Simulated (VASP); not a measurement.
Here is a VASP 6.6.1 calculation.

The input INCAR:

```
SYSTEM = BiAs
ALGO     = Normal         ! electronic algorithm
EDIFF    = 1E-6           ! SCF threshold, eV
ENCUT    = 520            ! plane-wave cutoff, eV
GGA      = PE             ! functional
ISIF     = 2              ! what is computed and relaxed
ISMEAR   = -1             ! smearing method
LASPH    = .True.         ! aspherical terms in the spheres
LCHARG   = .True.         ! write CHGCAR
LELF     = .True.         ! ELF
LREAL    = .False.        ! projectors in reciprocal space
LVHAR    = .True.       
LWAVE    = .False.        ! write WAVECAR
NBANDS   = 17             ! bands
NELM     = 60             ! most SCF steps
PREC     = Accurate       ! precision mode
SIGMA    = 0.05           ! smearing width, eV
```

File KPOINTS:

```
k-points
0
Gamma
  8 8 8
  0 0 0
```

Contents of POSCAR:

```
BiAs
1.0
    0.0000000000      3.3531471192      3.3531471192
    3.3531471192      0.0000000000      3.3531471192
    3.3531471192      3.3531471192      0.0000000000
As Bi
1 1
Direct
    0.0000000000      0.0000000000      0.0000000000
    0.2500000000      0.2500000000      0.2500000000
```

Potentials or basis: VASP PAW PBE potentials, release 64 (As, Bi_d).

Launch:

```bash
$ cat potpaw_PBE.64/As/POTCAR potpaw_PBE.64/Bi_d/POTCAR > POTCAR
$ mpirun -np 1 vasp_std > vasp.out
```

**Question.** Predict the band gap on the k mesh.

**Answer.** Zero (bands 10 and 11 overlap by 0.85 eV).

**Question.** Estimate the pressure.

**Answer.** 0.2 GPa.

Caveat: spin-orbit coupling is left out, which moves the levels of the heavy elements.
